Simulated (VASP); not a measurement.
Set up this calculation in VASP 6.6.1, as the native input.

```
Task                   : single point
Functional             : PBE
Potentials or basis    : VASP PAW PBE potentials, release 64 (Cu)
Cutoff                 : 520 eV
k mesh                 : 10 × 10 × 10
Occupations            : gaussian, width 0.1 eV
Spin                   : no spin polarisation
Dipole correction      : no
Further INCAR settings : ALGO = Normal; EDIFF = 1e-06; NBANDS = 12
```

The structure of Cu lies in POSCAR:

```
Cu
1.0
    0.0000000000      1.7866013995      1.7866013995
    1.7866013995      0.0000000000      1.7866013995
    1.7866013995      1.7866013995      0.0000000000
Cu
1
Direct
    0.0000000000      0.0000000000      0.0000000000
```

One way to write it, as run:

INCAR

```
PREC     = Accurate       # precision mode
ENCUT    = 520            # plane-wave cutoff, eV
EDIFF    = 1E-6           # SCF threshold, eV
ISMEAR   = 0              # smearing method
SIGMA    = 0.1            # smearing width, eV
LREAL    = False          # projectors in reciprocal space
LASPH    = True           # aspherical terms in the spheres
NELM     = 100            # most SCF steps
ALGO     = Normal         # electronic algorithm
ISIF     = 2              # what is computed and relaxed
LWAVE    = False          # write WAVECAR
LCHARG   = False          # write CHGCAR
GGA      = PE             # functional
NBANDS   = 12             # bands
```

KPOINTS

```
Automatic mesh
0
Gamma
  10 10 10
```

Potentials or basis: VASP PAW PBE potentials, release 64 (Cu).

Launch:

```console
$ cat potpaw_PBE.64/Cu/POTCAR > POTCAR
$ mpirun -np 1 vasp_std > vasp.out
```

It gave:

| Quantity | Value |
| --- | --- |
| Pressure | 8.2 GPa |

Wall time 3.2 s on 1 thread of AMD EPYC 9R45 96-Core Processor (Zen 5) (shared host), peak memory 0.09 GiB.
